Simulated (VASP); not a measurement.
# C in VASP: notebook

The runs below take C through single point, with PBE+D3(BJ).

All numbers are computed with VASP 6.6.1; they aren't measurements. Logs are shortened: lines on timing, memory, paths and dates and some standing lists are left out, and cuts for length are marked.

**1. The cell of the first run**

The typed cell holds 4 atoms: a = 4.013 Å, b = 2.317 Å, c = 3.591 Å, α = 90.00°, β = 111.86°, γ = 90.00°.

**2. Single point, PBE+D3(BJ) (biaxial strain in the a-b plane: -6.0 %, then relaxed in part)**

Input file INCAR:

```
ALGO = Normal
EDIFF = 1E-7
ENCUT = 520
GGA = PE
ISIF = 2
ISMEAR = 0
IVDW = 12
LASPH = T
LCHARG = F
LREAL = F
LWAVE = F
NBANDS = 16
NELM = 60
PREC = Accurate
SIGMA = 0.02
```

Input file KPOINTS:

```
k-points
0
Gamma
  8 12 8
```

Input file POSCAR:

```
C
1.0
    4.0132399761      0.0000000000     -0.0021988580
    0.0000000000      2.3170280172      0.0000000000
   -1.3354753281      0.0000000000      3.3339481515
C
4
Direct
    0.8333905536      0.0000000000      0.0001905367
    0.6666094464      0.5000000000      0.9998094633
    0.3333905536      0.5000000000      0.0001905367
    0.1666094464      0.0000000000      0.9998094633
```

Potentials or basis: VASP PAW PBE potentials, release 64 (C).

Command:

```sh
cat potpaw_PBE.64/C/POTCAR > POTCAR
mpirun -np 1 vasp_std > vasp.out
```

OUTCAR:

```text
EDIFF = 1E-7
   ENCUT = 520
   GGA = PE
   ISIF = 2
   ISMEAR = 0
   IVDW = 12
   LASPH = T
   LREAL = F
   NELM = 60
   PREC = Accurate
 IVDW          = 12

 ion  position               nearest neighbor table
   1  0.833  0.000  0.000-   2 1.34   2 1.34   4 1.34
   2  0.667  0.500  1.000-   1 1.34   1 1.34   3 1.34
   3  0.333  0.500  0.000-   4 1.34   4 1.34   2 1.34
   4  0.167  0.000  1.000-   3 1.34   3 1.34   1 1.34

  LATTYP: Found a simple monoclinic cell.
 ALAT       =     3.5914766641
 B/A-ratio  =     0.6451463378
 C/A-ratio  =     1.1174346804
 COS(beta)  =    -0.3723543060

  Lattice vectors:

 A1 = (  -1.3354753281,   0.0000000000,   3.3339481515)
 A2 = (   0.0000000000,  -2.3170280172,   0.0000000000)
 A3 = (   4.0132399761,   0.0000000000,  -0.0021988580)

Analysis of symmetry for initial positions (statically):
=====================================================================
 Subroutine PRICEL returns following result:

  LATTYP: Found a base centered monoclinic cell.
 ALAT       =     4.0132405785
 B/A-ratio  =     0.5773459059
 C/A-ratio  =     0.8949068948
 COS(beta)  =    -0.3723543060

  Lattice vectors:

 A1 = (   2.0066199880,  -1.1585140086,  -0.0010994290)
 A2 = (   2.0066199880,   1.1585140086,  -0.0010994290)
 A3 = (  -1.3354753281,   0.0000000000,   3.3339481515)

   2 primitive cells build up your supercell.

 Routine SETGRP: Setting up the symmetry group for a
 simple monoclinic supercell.

 Subroutine GETGRP returns: Found  4 space group operations
 (whereof  4 operations were pure point group operations)
 out of a pool of  4 trial point group operations.

The static configuration has the point symmetry C_2h.

Analysis of symmetry for dynamics (positions and initial velocities):
=====================================================================
 Subroutine PRICEL returns following result:

  LATTYP: Found a base centered monoclinic cell.
 ALAT       =     4.0132405785
 B/A-ratio  =     0.5773459059
 C/A-ratio  =     0.8949068948
[... 110 lines left out ...]
   ICHARG =      2    charge: 1-file 2-atom 10-const
   ISPIN  =      1    spin polarized calculation?
   LNONCOLLINEAR =      F non collinear calculations
   LSORBIT =      F    spin-orbit coupling
   LASPH  =      T    aspherical Exc in radial PAW
   ENCUT  =  520.0 eV  38.22 Ry    6.18 a.u.   7.46  4.31  6.68*2*pi/ulx,y,z
   NELM   =     60;   NELMIN=  2; NELMDL= -5     # of ELM steps
   EDIFF  = 0.1E-06   stopping-criterion for ELM
   LREAL  =      F    real-space projection
   EDIFFG = 0.1E-05   stopping-criterion for IOM
   NSW    =      0    number of steps for IOM
   IBRION =     -1    ionic relax: 0-MD 1-quasi-New 2-CG
   NFREE  =      0    steps in history (QN), initial steepest desc. (CG)
   ISIF   =      2    stress and relaxation
   ISYM   =      2    0-nonsym 1-usesym 2-fastsym
   POTIM  = 0.5000    time-step for ionic-motion
   TEBEG  =    0.0;   TEEND  =   0.0 temperature during run
   PSTRESS=    0.0 pullay stress
   NELECT =      16.0000    total number of electrons
   NUPDOWN=      -1.0000    fix difference up-down
   EMIN   =  10.00;   EMAX   =-10.00  energy-range for DOS
   EFERMI =   0.00;   METHOD = LEGACY
   ISMEAR =     0;   SIGMA  =   0.02  broadening in eV -4-tet -1-fermi 0-gaus
   EFERMI_NEDOS =   21; number of points for ismear=-14 and -15
   IALGO  =     38    algorithm
   IMIX   =      4    mixing-type and parameters
     AMIX     =   0.40;   BMIX     =  1.00
     AMIX_MAG =   1.60;   BMIX_MAG =  1.00
  volume/ion in A,a.u.               =       7.75        52.29
  Fermi-wavevector in a.u.,A,eV,Ry     =   1.313262  2.481706 23.465399  1.724658
  Thomas-Fermi vector in A             =   2.443597
   LORBIT       =      0    0 simple, 1 ext, 2 COOP (PROOUT), +10 PAW based schemes
   GGA     = PE    functional components
   LHFCALC =     F    Hartree Fock is set to
   AEXX    =    0.0000 exact exchange contribution
   IVDW    =    12    specifies the selected vdW correction
   LEPSILON=     F    determine dielectric tensor
   LRPA    =     F    only Hartree local field effects (RPA)
 non-spin polarized calculation
 Gauss-broadening in eV      SIGMA  =   0.02
  energy-cutoff  :      520.00
  volume of cell :       30.99
 maximum number of plane-waves:       852
 NGX is ok and might be reduce to    30
   NGX = 15   NGY =  9   NGZ = 13

 number of electron      15.9999997 magnetization

 Free energy of the ion-electron system (eV)
  ---------------------------------------------------
  ext. energy  EPLUGINS =         0.00000000
  ---------------------------------------------------
  free energy    TOTEN  =       -35.65242186 eV

  energy without entropy =      -35.65242186  energy(sigma->0) =      -35.65242186

 E-fermi :   5.7841     XC(G=0): -10.7427

 val. band max:        5.5959301780   @ k =   0.0000   0.3333   0.0000
 cond. band min:       6.2224370437   @ k =   0.0000   0.3333   0.0000
 fundamental gap:      0.6265068657
 Fermi energy:         5.7840766093

 k-point     1 :       0.0000    0.0000    0.0000
  band No.  band energies     occupation
      1     -15.2806      2.00000
      2      -8.9200      2.00000
      3      -8.5312      2.00000
      4      -2.0238      2.00000
      5      -1.0154      2.00000
      6       2.8286      2.00000
[... 433 lines left out ...]
      3      -6.0560      2.00000
      4      -4.5539      2.00000
      5      -2.3001      2.00000
      6      -0.3549      2.00000
[... 8 lines left out ...]
     15      20.5631      0.00000
     16      22.2736      0.00000

 [... further k-points ...]

------------------------ aborting loop because EDIFF is reached ----------------------------------------

 Edisp (eV)   -0.57787

 E8    (eV) :    -0.1638

  FORCE on cell =-STRESS in cart. coord.  units (eV):
  Direction    XX          YY          ZZ          XY          YZ          ZX
  --------------------------------------------------------------------------------------
  -------------------------------------------------------------------------------------
  Total      20.14489    20.13206    -0.01854     0.00000     0.00000    -0.01096
  in kB    1041.32297  1040.66025    -0.95858     0.00000     0.00000    -0.56664
  external pressure =      693.67 kB  Pullay stress =        0.00 kB

 VOLUME and BASIS-vectors are now :
 -----------------------------------------------------------------------------
  energy-cutoff  :      520.00
  volume of cell :       30.99
      direct lattice vectors                 reciprocal lattice vectors
     4.013239976  0.000000000 -0.002198858     0.249229930  0.000000000  0.099833713
     0.000000000  2.317028017  0.000000000     0.000000000  0.431587358  0.000000000
    -1.335475328  0.000000000  3.333948152     0.000164376  0.000000000  0.300010520

 POSITION                                       TOTAL-FORCE (eV/Angst)
 -----------------------------------------------------------------------------------
      3.34434      0.00000     -0.00120         0.000001      0.000000      0.000294
      1.34004      1.15851      3.33185        -0.000001     -0.000000     -0.000294
      1.33772      1.15851     -0.00010         0.000001      0.000000      0.000294
     -0.66658      0.00000      3.33295        -0.000001     -0.000000     -0.000294
 -----------------------------------------------------------------------------------
    total drift:                                0.000000     -0.000000     -0.000000

  FREE ENERGIE OF THE ION-ELECTRON SYSTEM (eV)
  ---------------------------------------------------
  free  energy   TOTEN  =       -36.2302966186 eV

  energy  without entropy=      -36.2302966186  energy(sigma->0) =      -36.23029662
```

Run time: 2.3 min. Hardware: 1 thread of Intel Xeon 8259CL, shared host; peak memory 0.21 GiB.

What came out:

```yaml
Free_energy: -36.2303 eV
Pressure: 69.4 GPa
Dispersion_energy_per_atom: -0.144 eV
```

Caveat: the cell differs from its parent crystal (biaxial strain in the a-b plane: -6.0 %, then relaxed in part); the stress differs along the axes, from -0 to 104 GPa.

**3. Single point, PBE+D3(BJ) (biaxial strain in the a-b plane: -4.0 %, then relaxed in part)**

Input file INCAR:

```
PREC = Accurate
ENCUT = 520
EDIFF = 1E-6
ISMEAR = 0
SIGMA = 0.02
LREAL = False
LASPH = True
NELM = 100
ALGO = Normal
ISIF = 2
LWAVE = False
LCHARG = False
GGA = PE
IVDW = 12
NBANDS = 16
```

Input file KPOINTS:

```
regular mesh
0
Gamma
  8 12 8
```

Input file POSCAR:

```
C
1.0
    4.0986276241      0.0000000000     -0.0029363505
    0.0000000000      2.3663264856      0.0000000000
   -1.3644088504      0.0000000000      3.3459618340
C
4
Direct
    0.8333945620      0.0000000000      0.0001809695
    0.6666054380      0.5000000000      0.9998190305
    0.3333945620      0.5000000000      0.0001809695
    0.1666054380      0.0000000000      0.9998190305
```

Potentials or basis: VASP PAW PBE potentials, release 64 (C).

Command:

```sh
cat potpaw_PBE.64/C/POTCAR > POTCAR
mpirun -np 1 vasp_std > vasp.out
```

OUTCAR:

```text
PREC = Accurate
   ENCUT = 520
   EDIFF = 1E-6
   ISMEAR = 0
   LREAL = False
   LASPH = True
   NELM = 100
   ISIF = 2
   GGA = PE
   IVDW = 12
 IVDW          = 12

 ion  position               nearest neighbor table
   1  0.833  0.000  0.000-   4 1.37   2 1.37   2 1.37
   2  0.667  0.500  1.000-   3 1.37   1 1.37   1 1.37
   3  0.333  0.500  0.000-   2 1.37   4 1.37   4 1.37
   4  0.167  0.000  1.000-   1 1.37   3 1.37   3 1.37

  LATTYP: Found a simple monoclinic cell.
 ALAT       =     3.6134570851
 B/A-ratio  =     0.6548649755
[... 679 lines left out ...]

  FORCE on cell =-STRESS in cart. coord.  units (eV):
  Direction    XX          YY          ZZ          XY          YZ          ZX
  --------------------------------------------------------------------------------------
  -------------------------------------------------------------------------------------
  Total      13.22264    13.20891    -0.02470     0.00000     0.00000    -0.00963
  in kB     653.01278   652.33427    -1.21997     0.00000     0.00000    -0.47574
  external pressure =      434.71 kB  Pullay stress =        0.00 kB

 VOLUME and BASIS-vectors are now :
 -----------------------------------------------------------------------------
  energy-cutoff  :      520.00
  volume of cell :       32.44
      direct lattice vectors                 reciprocal lattice vectors
     4.098627624  0.000000000 -0.002936351     0.244055405  0.000000000  0.099520369
     0.000000000  2.366326486  0.000000000     0.000000000  0.422595955  0.000000000
    -1.364408850  0.000000000  3.345961834     0.000214178  0.000000000  0.298955062

 POSITION                                       TOTAL-FORCE (eV/Angst)
 -----------------------------------------------------------------------------------
      3.41553      0.00000     -0.00184        -0.003523     -0.000000      0.001071
      1.36801      1.18316      3.34340         0.003523     -0.000000     -0.001071
      1.36621      1.18316     -0.00037        -0.003523      0.000000      0.001071
     -0.68131      0.00000      3.34487         0.003523      0.000000     -0.001071
 -----------------------------------------------------------------------------------
    total drift:                               -0.000000      0.000000      0.000000

  FREE ENERGIE OF THE ION-ELECTRON SYSTEM (eV)
  ---------------------------------------------------
  free  energy   TOTEN  =       -36.9342117468 eV

  energy  without entropy=      -36.9342117468  energy(sigma->0) =      -36.93421175
```

stdout:

```text
POSCAR found type information on POSCAR C
 POSCAR found :  1 types and       4 ions
 scaLAPACK will be used
 LDA part: xc-table for (Slater+PW92), standard interpolation
 POSCAR, INCAR and KPOINTS ok, starting setup
 FFT: planning ... GRIDC
 FFT: planning ... GRID_SOFT
 FFT: planning ... GRID
 WAVECAR not read
 entering main loop
```

Wall time 2.5 min (1 thread of Intel Xeon 8259CL, shared host); peak memory 0.22 GiB.

Results:

| Property | Result |
| --- | --- |
| Free energy | -36.9342 eV |
| Pressure | 43.5 GPa |
| Largest force | 0.004 eV/Å |
| Dispersion energy per atom | -0.150 eV |

Forces on the atoms (eV/Å):
```
C   -0.004  0.000  0.001
C    0.004  0.000 -0.001
C   -0.004  0.000  0.001
C    0.004  0.000 -0.001
```

Caveat: the cell differs from its parent crystal (biaxial strain in the a-b plane: -4.0 %, then relaxed in part); the stress differs along the axes, from -0 to 65 GPa.

**4. Single point, PBE+D3(BJ) (biaxial strain in the a-b plane: -6.0 %)**

Input file INCAR:

```
SYSTEM = C
PREC     = Accurate       ! precision mode
ENCUT    = 520            ! plane-wave cutoff, eV
EDIFF    = 1E-6           ! SCF threshold, eV
ISMEAR   = 0              ! smearing method
SIGMA    = 0.02           ! smearing width, eV
LREAL    = .FALSE.        ! projectors in reciprocal space
LASPH    = .TRUE.         ! aspherical terms in the spheres
NELM     = 100            ! most SCF steps
ALGO     = Normal         ! electronic algorithm
ISIF     = 2              ! what is computed and relaxed
LWAVE    = .FALSE.        ! write WAVECAR
LCHARG   = .FALSE.        ! write CHGCAR
GGA      = PE             ! functional
IVDW     = 12             ! dispersion correction
NBANDS   = 16             ! bands
```

Input file KPOINTS:

```
regular mesh
0
G
  8 12 8
  0 0 0
```

Input file POSCAR:

```
C
1.0
    4.0132405785      0.0000000000      0.0000000000
    0.0000000000      2.3170280172      0.0000000000
   -1.3335603914      0.0000000000      3.4954076070
C
4
Direct
    0.8333945620      0.0000000000      0.0001809695
    0.6666054380      0.5000000000      0.9998190305
    0.3333945620      0.5000000000      0.0001809695
    0.1666054380      0.0000000000      0.9998190305
```

Command:

```sh
cat potpaw_PBE.64/C/POTCAR > POTCAR
mpirun -np 1 vasp_std > vasp.out
```

It took 2.4 min on 1 thread of Intel Xeon 8259CL, shared host; peak memory 0.21 GiB.

Results (log left out):

* Free energy: -36.2236 eV
* Pressure: 65.8 GPa
* Largest force: 0.010 eV/Å
* Dispersion energy per atom: -0.137 eV

Forces on the atoms (eV/Å):
```
C   -0.009  0.000 -0.005
C    0.009  0.000  0.005
C   -0.009  0.000 -0.005
C    0.009  0.000  0.005
```

Stress tensor (GPa, compression positive):
```
99.52  0.00  0.00
 0.00 99.35  0.00
 0.00  0.00 -1.49
```

Caveat: the cell differs from its parent crystal (biaxial strain in the a-b plane: -6.0 %); the stress differs along the axes, from -1 to 100 GPa.

[end of part 1 of 2]
